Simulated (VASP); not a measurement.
Runs of VASP 6.6.1 on Lu. The structure is that of space group P6_3/mmc (No. 194), or close to it. The cells are those of the table. 

```tsv
cell	gap on the mesh (eV)	pressure (GPa)
a = 3.470, b = 3.470, c = 5.389 Å, angles 90.0, 90.0, 120.0°, 2 atoms	none	(a)
a = 3.513, b = 3.513, c = 5.455 Å, angles 90.0, 90.0, 120.0°, 2 atoms	none	-4.9
a = 3.427, b = 3.427, c = 5.322 Å, angles 90.0, 90.0, 120.0°, 2 atoms	none	-1.7
a = 3.382, b = 3.382, c = 5.252 Å, angles 90.0, 90.0, 120.0°, 2 atoms	none	0.3
```

Alike in all rows: task single point; level LDA; potentials or basis VASP PAW PBE potentials, release 64 (Lu); no spin polarisation; k mesh 18 × 18 × 10; cutoff (eV) 520; smearing fermi-dirac 0.1 eV.

Q: Estimate the missing entries.

A: (a) -3.5.

Caveats: the PAW data sets were made with another functional, which shifts forces and pressure a little; spin-orbit coupling is left out, which moves the levels of the heavy elements; the cell stands under tension (at least some runs).

A k mesh can miss the band edges, and the runs leave out spin-orbit coupling on Lu.

A gap of «none» marks levels without a gap at the run's occupations.
